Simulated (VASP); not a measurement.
# Be: single point with PBE

Be:

```
Be
1.0
     2.26478    0.00000    0.00000
    -1.13239    1.96136    0.00000
     0.00000    0.00000    3.57410
Be
2
Direct
  0.33333 0.66667 0.75000
  0.66667 0.33333 0.25000
```

| Property | Result |
| --- | --- |
| Program | VASP 6.6.1 |
| Task | single point |
| Functional | PBE |
| Potentials or basis | VASP PAW PBE potentials, release 64 (Be) |
| Cutoff | 520 eV |
| k mesh | 11 × 6 × 4 |
| Occupations | gaussian, width 0.1 eV |
| Spin | no spin polarisation |
| Dipole correction | no |
| Charge | 0.25 |
| Further INCAR settings | ALGO = Normal; EDIFF = 1e-06; NBANDS = 9; ISYM = 0; NELECT = 3.75 |

The largest force is 0.016 eV/Å.

Forces in eV/Å, atoms in the order of the input:
```
Be   0.007 -0.014  0.000
Be  -0.007  0.014  0.000
```

Levels at points of the mesh, in eV from the Fermi level:
| k point | band 1 | band 2 | band 3 | band 4 | band 5 | band 6 | band 7 |
| --- | --- | --- | --- | --- | --- | --- | --- |
| (0.00, 0.00, 0.00) | -10.17 | -3.29 | 2.22 | 17.12 | 17.12 | 19.95 | 19.95 |
| (0.00, 0.50, 0.00) | -3.82 | -1.97 | 4.76 | 7.63 | 7.86 | 10.56 | 11.22 |
| (0.00, 0.00, 0.50) | -8.02 | -8.02 | 11.76 | 11.76 | 18.75 | 18.75 | 18.75 |
| (0.00, 0.50, 0.50) | -2.45 | -2.45 | 2.72 | 2.72 | 13.15 | 13.15 | 16.44 |

It took 12 s on 1 thread of AMD EPYC 7R43 64-Core Processor (Zen 3), with other jobs on the host, peak memory 0.1 GiB.

Caveat: the k points lie up to 0.46 Å⁻¹ apart; the cell carries a net charge on a neutralising background, which shifts energy and pressure; the cell is charged against a uniform background, so pressure and absolute levels hang on convention.
